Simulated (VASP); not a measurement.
Set up this calculation in VASP 6.6.1, as the native input.

```
Task                   : single point
Functional             : PBE
Potentials or basis    : VASP PAW PBE potentials, release 64 (Ga_d, As)
Cutoff                 : 500 eV
k mesh                 : 10 × 10 × 10
Occupations            : gaussian, width 0.02 eV
Spin                   : no spin polarisation
Dipole correction      : no
Further INCAR settings : ALGO = Normal; EDIFF = 1e-06; NBANDS = 16
```

The structure of GaAs lies in POSCAR:

```
GaAs
1.0
    0.0000000000      2.7691166704      2.9535706427
    2.7691166704      0.0000000000      2.9535706427
    2.7691166704      2.7691166704      0.0000000000
Ga As
1 1
Direct
    0.0000000000      0.0000000000      0.0000000000
    0.2500000000      0.2500000000      0.2500000000
```

This cell differs from its parent crystal: strained cell.

These files were run (other wordings do the same):

INCAR

```
SYSTEM = GaAs
  ALGO = Normal
  EDIFF = 1E-6
  ENCUT = 500
  GGA = PE
  GGA_COMPAT = .FALSE.
  ISIF = 2
  ISMEAR = 0
  LASPH = .TRUE.
  LCHARG = .FALSE.
  LREAL = .FALSE.
  LWAVE = .FALSE.
  NBANDS = 16
  NELM = 120
  PREC = Accurate
  SIGMA = 0.02
```

KPOINTS

```
k-points
0
G
  10 10 10
  0 0 0
```

Potentials or basis: VASP PAW PBE potentials, release 64 (Ga_d, As).

The run is started by

```sh
$ cat potpaw_PBE.64/Ga_d/POTCAR potpaw_PBE.64/As/POTCAR > POTCAR
$ mpirun -np 1 vasp_std > vasp.out
```

Results of the run:

* Pressure: 3.2 GPa
* Band gap on the k mesh: 0.33 eV

Caveat: the cell differs from its parent crystal (strained cell); the cell stands under pressure; semilocal functionals underestimate gaps, and a narrow one can read as zero.

It took 110 s on 1 thread of Intel Xeon 8259CL, with other jobs on the host, peak memory 0.22 GiB.
